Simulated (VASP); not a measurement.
Write the native input for VASP 6.6.1 that does the following.

* Task: single point
* Functional: PBE
* Potentials or basis: VASP PAW PBE potentials, release 64 (Be, Te, Se)
* Cutoff: 520 eV
* k mesh: 12 × 12 × 12
* Occupations: gaussian, width 0.1 eV
* Spin: no spin polarisation
* Dipole correction: no
* Further INCAR settings: ALGO = Normal; EDIFF = 1e-06; NBANDS = 21

The structure of Be3TeSe2 lies in POSCAR:

```
Be3TeSe2
1.0
    2.0287143395      1.1712787700      7.7585620661
   -2.0287143395      1.1712787700      7.7585620661
    0.0000000000     -2.3425575401      7.7585620661
Be Te Se
3 1 2
Direct
    0.0000000000      0.5000000000      0.5000000000
    0.5000000000      0.0000000000      0.5000000000
    0.5000000000      0.5000000000      0.0000000000
    0.5000000000      0.5000000000      0.5000000000
    0.0670243644      0.0670243644      0.0670243644
    0.9329756356      0.9329756356      0.9329756356
```

The input as run:

INCAR

```
PREC = Accurate
ENCUT = 520
EDIFF = 1E-6
ISMEAR = 0
SIGMA = 0.1
LREAL = F
LASPH = T
NELM = 60
ALGO = Normal
ISIF = 2
LWAVE = F
LCHARG = T
GGA = PE
LELF = T
LVHAR = T
NBANDS = 21
```

KPOINTS

```
regular mesh
0
Gamma
  12 12 12
```

Potentials or basis: VASP PAW PBE potentials, release 64 (Be, Te, Se).

The run is started by

```console
$ cat potpaw_PBE.64/Be/POTCAR potpaw_PBE.64/Te/POTCAR potpaw_PBE.64/Se/POTCAR > POTCAR
$ mpirun -np 1 vasp_std > vasp.out
```

Results of the run:

```json
{
  "Pressure": "0.0 GPa",
  "Largest force": "0.008 eV/Å",
  "Band gap on the k mesh": "zero (band 12 reaches 5.35 eV, above the bottom of band 13 at 4.38 eV)"
}
```

Caveat: spin-orbit coupling is left out, which moves the levels of the heavy elements.

It took 18 min on 1 thread of AMD EPYC 9R14 (Zen 4) (shared host), peak memory 0.75 GiB.
